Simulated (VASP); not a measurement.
Here is a VASP 6.6.1 calculation.

Contents of INCAR:

```
SYSTEM = Ti3Si
  PREC = Accurate
  ENCUT = 600
  EDIFF = 1E-7
  ISMEAR = -1
  SIGMA = 0.1
  LREAL = .False.
  LASPH = .True.
  NELM = 80
  ALGO = Normal
  ISIF = 3
  LWAVE = .False.
  LCHARG = .False.
  GGA = CA
  IBRION = 2
  NSW = 80
  EDIFFG = -0.01
```

File KPOINTS:

```
Automatic mesh
0
Gamma
  8 8 8
  0 0 0
```

POSCAR

```
Ti3Si
1.0
    0.0000000000      3.1443560000      3.1443560000
    3.1443560000      0.0000000000      3.1443560000
    3.1443560000      3.1443560000      0.0000000000
Ti Si
3 1
Direct
    0.7500000000      0.7500000000      0.7500000000
    0.2500000000      0.2500000000      0.2500000000
    0.0000000000      0.0000000000      0.0000000000
    0.5000000000      0.5000000000      0.5000000000
```

Potentials or basis: VASP PAW LDA potentials, release 64 (Ti_sv, Si).

The run is started by

```console
$ cat potpaw_LDA.64/Ti_sv/POTCAR potpaw_LDA.64/Si/POTCAR > POTCAR
$ mpirun -np 1 vasp_std > vasp.out
```

Question: What does it give for the relaxed volume?

Answer: 14.54 Å³/atom.

Question: Estimate the relaxed cell.

Answer: a = 4.349 Å, b = 4.349 Å, c = 4.349 Å, α = 60.00°, β = 60.00°, γ = 60.00°.

Question: Estimate the space group after relaxing (to 0.1 Å).

Answer: Fm-3m (No. 225).

Final structure:
```
Ti Si
1.0
     0.00000    3.07526    3.07526
     3.07526    0.00000    3.07526
     3.07526    3.07526    0.00000
Ti Si
3 1
Cartesian
  4.6129 4.6129 4.6129
  1.5376 1.5376 1.5376
  0.0000 0.0000 0.0000
  3.0753 3.0753 3.0753
```
